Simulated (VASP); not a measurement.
## Al4B3Sb: single point with PBE

The system is Al4B3Sb.

```
CELL_PARAMETERS angstrom
3.06048 -1.76754 -0.00203
3.06048 1.76754 -0.00203
-2.01192 0.00000 10.15969
ATOMIC_POSITIONS crystal
Al 0.16975 0.16975 0.20518
Al 0.30320 0.30320 0.60721
Al 0.69851 0.69851 0.79482
Al 0.56510 0.56510 0.39279
B 0.93420 0.93420 0.50000
B 0.99398 0.99398 0.68064
B 0.87431 0.87431 0.31935
Sb 0.43416 0.43416 0.00001
```

```json
{
  "Program": "VASP 6.6.1",
  "Task": "single point",
  "Functional": "PBE",
  "Potentials or basis": "VASP PAW PBE potentials, release 64 (Al, B, Sb)",
  "Cutoff": "520 eV",
  "k mesh": "10 × 10 × 4",
  "Occupations": "gaussian, width 0.1 eV",
  "Spin": "no spin polarisation"
}
```

| Item | Value |
| --- | --- |
| Pressure | 0.0 GPa |
| Largest force | 0.016 eV/Å |
| Band gap on the k mesh | zero (bands 13 and 14 overlap by 3.61 eV) |

Forces on the atoms (eV/Å):
```
Al   0.000  0.000  0.016
Al   0.002  0.000  0.004
Al   0.000  0.000 -0.015
Al  -0.001  0.000 -0.004
B    0.000  0.000  0.000
B   -0.002  0.000  0.001
B    0.001  0.000 -0.001
Sb   0.000  0.000 -0.001
```

Levels at points of the mesh, in eV from the Fermi level:
| k point | band 11 | band 12 | band 13 | band 14 | band 15 | band 16 |
| --- | --- | --- | --- | --- | --- | --- |
| (0.00, 0.00, 0.00) | -0.13 | 1.96 | 2.18 | 2.18 | 2.45 | 2.45 |
| (0.50, 0.00, 0.00) | -2.52 | -2.48 | -0.35 | 0.17 | 0.22 | 0.44 |
| (0.50, 0.50, 0.00) | -2.44 | -1.25 | -0.95 | -0.46 | -0.15 | 1.24 |
| (0.00, 0.00, 0.50) | 0.98 | 2.13 | 2.15 | 2.37 | 2.38 | 2.43 |
| (0.50, 0.00, 0.50) | -2.43 | -1.27 | -0.92 | -0.46 | -0.13 | 1.24 |
| (0.50, 0.50, 0.50) | -2.52 | -2.46 | -0.36 | 0.17 | 0.20 | 0.44 |

Run time: 2.3 min on 1 thread of Intel(R) Xeon(R) 6975P-C (Granite Rapids), with other jobs on the host, peak memory 0.42 GiB.

Caveat: spin-orbit coupling is left out, which moves the levels of the heavy elements.
